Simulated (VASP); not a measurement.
An input for VASP 6.6.1 (P):

File INCAR:

```
SYSTEM = P
PREC = Accurate
ENCUT = 520
EDIFF = 1E-7
ISMEAR = 0
SIGMA = 0.2
LREAL = .FALSE.
LASPH = .TRUE.
NELM = 80
ALGO = Normal
ISIF = 2
LWAVE = .FALSE.
LCHARG = .FALSE.
GGA = PE
NBANDS = 30
```

KPOINTS

```
regular mesh
0
G
  4 4 4
  0 0 0
```

Contents of POSCAR:

```
P
1.0
    5.0820764829     -0.1569313993     -0.1587011974
   -0.1547947195      5.0821836067      0.1573620785
   -0.1530729367      0.1538772439      5.0823899390
P
8
Direct
    0.2277446434      0.2722589916      0.2722669745
    0.2722492632      0.2277552872      0.7277495676
    0.2722504672      0.7277547475      0.2277486162
    0.2277442884      0.7722594128      0.7722626603
    0.7722532853      0.2277419934      0.2277333356
    0.7277512353      0.2722443194      0.7722511418
    0.7277498081      0.7722462706      0.2722513839
    0.7722570092      0.7277389773      0.7277363201
```

Potentials or basis: VASP PAW PBE potentials, release 64 (P).

The run is started by

```sh
$ cat potpaw_PBE.64/P/POTCAR > POTCAR
$ mpirun -np 1 vasp_std > vasp.out
```

How does this run end?

The run stopped without a result. It printed:

OUTCAR:

```text
SYSTEM = P
   PREC = Accurate
   ENCUT = 520
   EDIFF = 1E-7
   ISMEAR = 0
   LREAL = .FALSE.
   LASPH = .TRUE.
   NELM = 80
   ISIF = 2
   GGA = PE
[... 44 lines left out ...]
|     E        R     R  R     R  O     O  R     R     ###     ###     ###     |
|     E        R     R  R     R  O     O  R     R     ###     ###     ###     |
|     EEEEE    RRRRRR   RRRRRR   O     O  RRRRRR       #       #       #      |
|     E        R   R    R   R    O     O  R   R                               |
|     E        R    R   R    R   O     O  R    R      ###     ###     ###     |
|     EEEEEEE  R     R  R     R  OOOOOOO  R     R     ###     ###     ###     |
|                                                                             |
|     PRICELV: current lattice and primitive lattice are incommensurate       |
|     within SYMPREC.                                                         |
|                                                                             |
|       ---->  I REFUSE TO CONTINUE WITH THIS SICK JOB ... BYE!!! <----       |
|                                                                             |
 -----------------------------------------------------------------------------
```

On the terminal:

```text
POSCAR found type information on POSCAR P
 POSCAR found :  1 types and       8 ions
[... 18 lines left out ...]

1
```
